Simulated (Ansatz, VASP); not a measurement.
# CdTe: VASP beside Ansatz

INCAR

```
PREC = Accurate
ENCUT = 500
EDIFF = 1E-6
ISMEAR = 0
SIGMA = 0.02
LREAL = False
LASPH = True
NELM = 120
ALGO = Normal
ISIF = 2
LWAVE = False
LCHARG = False
GGA = PE
NBANDS = 16
GGA_COMPAT = False
```

File KPOINTS:

```
regular mesh
0
Gamma
  8 8 8
```

File POSCAR:

```
CdTe
1.0
    0.0000000000      3.2500000000      3.2500000000
    3.2500000000      0.0000000000      3.2500000000
    3.2500000000      3.2500000000      0.0000000000
Cd Te
1 1
Direct
    0.0000000000      0.0000000000      0.0000000000
    0.2500000000      0.2500000000      0.2500000000
```

Input for Ansatz:

```yaml
crystal:
  lattice:
    - [0.0, 3.25, 3.25]
    - [3.25, 0.0, 3.25]
    - [3.25, 3.25, 0.0]
  atoms:
    - { symbol: Cd, position: [0.0, 0.0, 0.0] }
    - { symbol: Te, position: [0.25, 0.25, 0.25] }
basis:
  ecutwfc: 420
kpoints:
  mp_grid: { grid: [8, 8, 8] }
hamiltonian:
  xc: pbe
  pseudopotentials: { kind: paw, azcp: { folder: soft_1 } }
scf:
  occupations: { method: gaussian, width: 0.02 }
output:
  forces: true
  stress: true
  eigenvalues: true
```

Alike in both runs: task single point; functional PBE; k mesh 8 × 8 × 8; occupations gaussian, width 0.02 eV; no spin polarisation.

```csv
,VASP,Ansatz
version,VASP 6.6.1,Ansatz 0.2.0
potentials or method,"VASP PAW PBE potentials, release 64 (Cd, Te), cutoff 500 eV","scalar-relativistic, plane waves, PAW"
valence electrons in the cell,18,36
```

VASP gave:

- gap on the k mesh at the Fermi level (eV): 0.74
- least direct gap on the mesh (eV): 0.74
- pressure (GPa): 2.3

Estimate Ansatz's values.

gap on the k mesh at the Fermi level (eV): 0.74; least direct gap on the mesh (eV): 0.74; pressure (GPa): 2.2.

VASP's potentials hold 18 valence electrons a cell and Ansatz's 36, so a difference there can come from the potentials and not from the codes.

Spin-orbit coupling is off throughout.
